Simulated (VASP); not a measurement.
## AlNi: single point with r2SCAN

The system is AlNi.

```
Al Ni
1.0
     1.92002   -1.94256   -0.00378
     1.95123    1.97354    0.02550
     0.01736    0.02323    3.17529
Al Ni
1 1
Direct
  0.99577 0.02035 0.99188
  0.50005 0.49469 0.49629
```

```json
{
  "Program": "VASP 6.6.1",
  "Task": "single point",
  "Functional": "r2SCAN",
  "Potentials or basis": "VASP PAW PBE potentials, release 64 (Al, Ni)",
  "Cutoff": "520 eV",
  "k mesh": "6 × 6 × 6",
  "Occupations": "gaussian, width 0.1 eV",
  "Spin": "no spin polarisation",
  "Dipole correction": "no",
  "Further INCAR settings": "ALGO = Normal; EDIFF = 1e-06; NBANDS = 14"
}
```

| Property | Result |
| --- | --- |
| Pressure | -3.3 GPa |
| Largest force | 0.405 eV/Å |
| Band gap on the k mesh | zero (an odd number of electrons rules out a gap without spin polarisation) |

Forces on the atoms (eV/Å):
```
Al  -0.234 -0.307  0.120
Ni   0.234  0.307 -0.120
```

Stress tensor (GPa, compression positive):
```
 0.33 -2.00 -1.42
-2.00 -2.10 -1.80
-1.42 -1.80 -8.09
```

Levels at points of the mesh, in eV from the Fermi level:
```csv
k point,band 3,band 4,band 5,band 6,band 7,band 8,band 9,band 10,band 11,band 12
"(0.00, 0.00, 0.00)",-3.30,-1.75,-1.69,-1.43,2.53,6.90,7.38,8.01,8.93,15.54
"(0.50, 0.00, 0.00)",-2.92,-2.83,-2.19,-1.61,-0.28,7.66,8.12,9.47,12.13,13.28
"(0.00, 0.50, 0.00)",-2.93,-2.86,-2.10,-1.57,-0.41,7.45,8.09,9.27,12.64,13.23
"(0.50, 0.50, 0.00)",-2.59,-2.57,-2.51,-2.32,-0.83,2.34,3.47,11.02,13.64,13.66
"(0.00, 0.00, 0.50)",-3.01,-2.16,-2.06,-1.43,-1.40,8.71,11.60,11.72,12.20,12.36
"(0.50, 0.00, 0.50)",-3.57,-2.98,-2.11,-1.95,-1.34,1.41,2.21,14.33,15.77,16.71
"(0.00, 0.50, 0.50)",-3.66,-3.10,-2.04,-1.90,-1.37,1.21,2.08,14.79,16.35,16.83
"(0.50, 0.50, 0.50)",-4.24,-1.30,-0.82,1.75,2.12,2.30,3.88,4.04,4.57,5.55
```

Run time: 99 s on 1 thread of Intel(R) Xeon(R) 6975P-C (Granite Rapids), with other jobs on the host, peak memory 0.16 GiB.

Caveat: the k points lie up to 0.38 Å⁻¹ apart, too coarse for converged energies and pressures of a metal; the PAW data sets were made with another functional, which shifts forces and pressure a little. Spin polarisation is off, so any magnetic state and its effect on volume and gap are missing.
